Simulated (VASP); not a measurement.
A run of VASP 6.6.1:

Contents of INCAR:

```
PREC     = Accurate       # precision mode
ENCUT    = 520            # plane-wave cutoff, eV
EDIFF    = 1E-6           # SCF threshold, eV
ISMEAR   = 0              # smearing method
SIGMA    = 0.05           # smearing width, eV
LREAL    = F              # projectors in reciprocal space
LASPH    = T              # aspherical terms in the spheres
NELM     = 100            # most SCF steps
ALGO     = Normal         # electronic algorithm
ISIF     = 2              # what is computed and relaxed
LWAVE    = F              # write WAVECAR
LCHARG   = T              # write CHGCAR
GGA      = PE             # functional
LELF     = T              # ELF
LVHAR    = T            
NBANDS   = 18             # bands
```

KPOINTS

```
regular mesh
0
Gamma
  8 8 8
```

The input POSCAR:

```
HfO2
1.0
    0.0000000000      2.7621000000      2.7621000000
    2.7621000000      0.0000000000      2.7621000000
    2.7621000000      2.7621000000      0.0000000000
Hf O
1 2
Direct
    0.0000000000      0.0000000000      0.0000000000
    0.2500000000      0.2500000000      0.2500000000
    0.7500000000      0.7500000000      0.7500000000
```

Potentials or basis: VASP PAW PBE potentials, release 64 (Hf_pv, O).

Launch:

```console
$ cat potpaw_PBE.64/Hf_pv/POTCAR potpaw_PBE.64/O/POTCAR > POTCAR
$ mpirun -np 1 vasp_std > vasp.out
```

Hardware: 1 thread of Intel(R) Xeon(R) 6975P-C (Granite Rapids) (shared host).

Question: How long does it take, and how much memory?

Answer: It took 11 s on 1 thread of Intel(R) Xeon(R) 6975P-C (Granite Rapids), on a shared host, peak memory 0.17 GiB. Counts: scf iterations 14, k points 29.
